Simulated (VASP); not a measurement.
LaAg, 2 atoms in the cell. It takes space group Pm-3m (No. 221, cubic). Conventional cell: a = 3.416 Å, b = 3.416 Å, c = 3.416 Å, α = 90.00°, β = 90.00°, γ = 90.00°. Within 3.9 Å of La (site symmetry m-3m) lie 8 Ag at 2.96 Å and 6 La at 3.42 Å. Within 3.9 Å of Ag (site symmetry m-3m) lie 8 La at 2.96 Å and 6 Ag at 3.42 Å. 

* Program: VASP 6.6.1
* Task: single point
* Functional: PBEsol
* Potentials or basis: VASP PAW PBE potentials, release 64 (La, Ag)
* Cutoff: 520 eV
* k mesh: 10 × 10 × 10
* Occupations: tetrahedron
* Spin: no spin polarisation
* Dipole correction: no
* Further INCAR settings: ALGO = Normal; EDIFF = 1e-06; NBANDS = 18

Potentials or basis: VASP PAW PBE potentials, release 64 (La, Ag).

Command:

```console
$ cat potpaw_PBE.64/La/POTCAR potpaw_PBE.64/Ag/POTCAR > POTCAR
$ mpirun -np 1 vasp_std > vasp.out
```

Hardware: 1 thread of AMD EPYC 7R13 Processor (Zen 3), on a shared host.

Task: How long does it take, and how much memory?

Result: It took 30 s on 1 thread of AMD EPYC 7R13 Processor (Zen 3), on a shared host, peak memory 0.17 GiB. Counts: scf iterations 12, k points 56.
